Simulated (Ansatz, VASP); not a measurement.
ZnS in VASP and in Ansatz

```
Zn S
1.0
     0.00000    2.69409    2.69409
     2.56019    0.00000    2.69409
     2.56019    2.69409    0.00000
Zn S
1 1
Direct
  0.00000 0.00000 0.00000
  0.25000 0.25000 0.25000
```

Change from the starting cell: uniaxial_x strain -5.0%.

Alike in both runs: task single point; functional r2SCAN; k mesh 8 × 8 × 8; no spin polarisation.

|  | VASP | Ansatz |
| --- | --- | --- |
| version | VASP 6.6.1 | Ansatz 0.2.0 |
| potentials or method | VASP PAW PBE potentials, release 64 (Zn, S) | plane waves, PAW |
| plane-wave cutoff (eV) | 520 | 500 |
| occupations | gaussian, width 0.01 eV | fixed |
| valence electrons in the cell | 18 | 18 |

VASP gave:

```
gap on the k mesh at the Fermi level (eV)                     : 2.84
pressure (GPa)                                                : 4.5
traceless stress, the component that is largest in VASP (GPa) : 1.26
```

Task: Estimate Ansatz's values.

Result: gap on the k mesh at the Fermi level (eV): 2.82; pressure (GPa): 4.4; traceless stress, the component that is largest in VASP (GPa): 1.24.

VASP's potentials were made for PBE, not for r2SCAN.
